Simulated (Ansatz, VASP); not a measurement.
# Ta4Re4H in VASP and in Ansatz

```
Ta Re H
1.0
     3.19938   -4.61651    0.00000
     3.21124    4.62424    0.00000
     0.00000    0.00000    4.46359
Ta Re H
4 4 1
Direct
  0.24546 0.25952 0.50821
  0.24530 0.76164 0.49827
  0.73920 0.25583 0.50821
  0.73936 0.75371 0.49827
  0.98537 0.98917 0.99291
  0.99929 0.52617 0.99291
  0.49345 0.01083 0.99967
  0.49121 0.50452 0.99967
  0.99233 0.25767 0.22411
```

Alike in both runs: functional r2SCAN; k mesh 6 × 6 × 8; occupations gaussian, width 0.1 eV; no spin polarisation.

Ansatz relaxed the structure, and its values are those at the end. VASP's run is a single point on that final structure, the one shown.

|  | VASP | Ansatz |
| --- | --- | --- |
| version | VASP 6.6.1 | Ansatz 0.2.0 |
| potentials or method | VASP PAW PBE potentials, release 64 (Ta_pv, Re, H), cutoff 660 eV | scalar-relativistic, plane waves, PAW |
| valence electrons in the cell | 73 | 113 |

VASP gave:

* gap on the k mesh at the Fermi level (eV): none
* pressure (GPa): 0.5
* rms of the force components (eV/Å): 0.024

Q: Estimate Ansatz's values.

A: gap on the k mesh at the Fermi level (eV): none; pressure (GPa): 0.0; rms of the force components (eV/Å): 0.008.

VASP's potentials were made for PBE, not for r2SCAN. A gap of «none» marks a metal or a gap that the smearing closes. VASP's potentials hold 73 valence electrons a cell and Ansatz's 113, so a difference there can come from the potentials and not from the codes.

Neither program's run includes spin-orbit coupling.
